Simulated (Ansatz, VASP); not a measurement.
One calculation of HfTa, two programs

The input INCAR:

```
PREC = Accurate ; ENCUT = 520
EDIFF = 1E-6 ; ISMEAR = -1
SIGMA = 0.05 ; LREAL = False
LASPH = True ; NELM = 80
ALGO = Normal ; ISIF = 2
LWAVE = False ; LCHARG = False
GGA = PE ; NBANDS = 18
```

File KPOINTS:

```
Automatic mesh
0
Gamma
  8 8 5
```

Contents of POSCAR:

```
HfTa
1.0
    1.7127470000     -2.3996010000      0.0000000000
    1.7127470000      2.3996010000      0.0000000000
    0.0000000000      0.0000000000      5.0414572000
Ta Hf
1 1
Direct
    0.5000000000      0.5000000000      0.5000000000
    0.0000000000      0.0000000000      0.0000000000
```

input.yaml

```yaml
crystal:
  lattice:
    - [1.712747, -2.399601, 0.0]
    - [1.712747, 2.399601, 0.0]
    - [0.0, 0.0, 5.0414572]
  atoms:
    - { symbol: Ta, position: [0.5, 0.5, 0.5] }
    - { symbol: Hf, position: [0.0, 0.0, 0.0] }
hamiltonian:
  xc: pbe
  pseudopotentials: { kind: paw }
kpoints:
  mp_grid: { grid: [8, 8, 5] }
  band_path:
    path:
      - [[0.0, 0.0, 0.0], [0.377364493, 0.377364493, 0.0], [0.0, 0.5, 0.0], [0.0, 0.5, 0.5], [0.377364493, 0.377364493, 0.5], [0.0, 0.0, 0.5], [0.0, 0.0, 0.0], [-0.5, 0.5, 0.0], [-0.377364493, 0.622635507, 0.0], [-0.377364493, 0.622635507, 0.5], [-0.5, 0.5, 0.5], [-0.5, 0.5, 0.0]]
      - [[0.0, 0.0, 0.5], [-0.5, 0.5, 0.5]]
    npoints: 14
scf:
  occupations: { method: fermi_dirac, width: 0.05 }
  n_extra_bands: 6
output:
  forces: true
  stress: true
  eigenvalues: true
  fatbands: false
```

Alike in both runs: functional PBE; k mesh 8 × 8 × 5; occupations fermi-dirac, width 0.05 eV; no spin polarisation.

|  | VASP | Ansatz |
| --- | --- | --- |
| version | VASP 6.6.1 | Ansatz 0.2.0 |
| potentials or method | VASP PAW PBE potentials, release 64 (Ta_pv, Hf_pv) | Ansatz PAW |
| plane-wave cutoff (eV) | 520 | 420 |
| valence electrons in the cell | 21 | 39 |
| task | single point | band structure |

Ansatz gave:

| Quantity | Value |
| --- | --- |
| gap on the k mesh at the Fermi level (eV) | none |
| pressure (GPa) | -4.7 |
| traceless stress, the component that is largest in VASP (GPa) | -2.15 |

Question: Which values does VASP return?

Answer: gap on the k mesh at the Fermi level (eV): none; pressure (GPa): -5.0; traceless stress, the component that is largest in VASP (GPa): -2.18.

A gap of «none» marks a metal or a gap that the smearing closes. VASP's potentials hold 21 valence electrons a cell and Ansatz's 39, so a difference there can come from the potentials and not from the codes.

Neither program's run includes spin-orbit coupling.
